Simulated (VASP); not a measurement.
## Si: single point with PBEsol

The system is Si.

```
CELL_PARAMETERS angstrom
0.00000 2.71673 2.71673
2.71673 0.00000 2.71673
2.71673 2.71673 0.00000
ATOMIC_POSITIONS crystal
Si 0.25000 0.25000 0.25000
Si 0.00000 0.00000 0.00000
```

* Program: VASP 6.6.1
* Task: single point
* Functional: PBEsol
* Potentials or basis: VASP PAW PBE potentials, release 64 (Si)
* Cutoff: 520 eV
* k mesh: 8 × 8 × 8
* Occupations: gaussian, width 0.01 eV
* Spin: no spin polarisation
* Dipole correction: no
* Further INCAR settings: ALGO = Normal; EDIFF = 1e-07; NBANDS = 11

| Quantity | Value |
| --- | --- |
| Pressure | 0.1 GPa |
| Band gap on the k mesh | 0.51 eV, indirect (least direct gap 2.52 eV) |

Levels at points of the mesh, in eV from the valence-band top:
```tsv
k point	band 2	band 3	band 4	band 5	band 6	band 7
(0.00, 0.00, 0.00)	0.00	0.00	0.00	2.52	2.52	2.52
(0.50, 0.00, 0.00)	-7.01	-1.20	-1.20	1.46	3.27	3.27
(0.50, 0.50, 0.00)	-7.82	-2.87	-2.87	0.59	0.59	10.05
```

It took 7.9 s on 1 thread of Intel(R) Xeon(R) 6975P-C (Granite Rapids), on a shared host, peak memory 0.15 GiB.

Caveat: the PAW data sets were made with another functional, which shifts forces and pressure a little. A k mesh can miss the band edges.
